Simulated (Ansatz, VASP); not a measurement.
## SnTe: VASP beside Ansatz

The input INCAR:

```
ALGO = Normal
EDIFF = 1E-6
ENCUT = 520
GGA = PE
ISIF = 2
ISMEAR = -1
LASPH = T
LCHARG = T
LELF = T
LREAL = F
LVHAR = T
LWAVE = F
NBANDS = 17
NELM = 80
PREC = Accurate
SIGMA = 0.02
```

Contents of KPOINTS:

```
k-points
0
Gamma
  8 8 8
```

POSCAR

```
SnTe
1.0
    0.0000000000      3.1529719749      3.1529719749
    3.1529719749      0.0000000000      3.1529719749
    3.1529719749      3.1529719749      0.0000000000
Sn Te
1 1
Direct
    0.0000000000      0.0000000000      0.0000000000
    0.5000000000      0.5000000000      0.5000000000
```

Input for Ansatz:

```yaml
crystal:
  lattice:
    - [0.0, 3.1529719749, 3.1529719749]
    - [3.1529719749, 0.0, 3.1529719749]
    - [3.1529719749, 3.1529719749, 0.0]
  atoms:
    - { symbol: Sn, position: [0.0, 0.0, 0.0] }
    - { symbol: Te, position: [0.5, 0.5, 0.5] }
kpoints:
  mp_grid: { grid: [8, 8, 8] }
  band_path:
    path:
      - [0.0, 0.0, 0.0]
      - [0.5, 0.0, 0.5]
      - [0.625, 0.25, 0.625]
      - [0.375, 0.375, 0.75]
      - [0.5, 0.5, 0.5]
      - [0.5, 0.25, 0.75]
      - [-0.013021, -0.011149, 0.492839]
    npoints: 1
hamiltonian:
  xc: pbe
scf:
  occupations: { method: fermi_dirac, width: 0.02 }
  n_extra_bands: 4
output:
  forces: true
  stress: true
  eigenvalues: true
```

Change from the starting cell: hydrostatic strain -1.1%.

Alike in both runs: task single point; functional PBE; k mesh 8 × 8 × 8; occupations fermi-dirac, width 0.02 eV; no spin polarisation.

|  | VASP | Ansatz |
| --- | --- | --- |
| version | VASP 6.6.1 | Ansatz 0.2.0 |
| potentials or method | VASP PAW PBE potentials, release 64 (Sn_d, Te) | plane waves, PAW |
| plane-wave cutoff (eV) | 520 | 420 |
| valence electrons in the cell | 20 | 30 |

Ansatz gave:

```
pressure (GPa) : 2.2
```

**Question.** What did VASP give for the same quantities?

**Answer.** Pressure (GPa): 2.1.

The functional is the same, so the differences come from potentials, cutoffs and numerics. VASP's potentials hold 20 valence electrons a cell and Ansatz's 30, so a difference there can come from the potentials and not from the codes.

Spin-orbit coupling is off throughout.
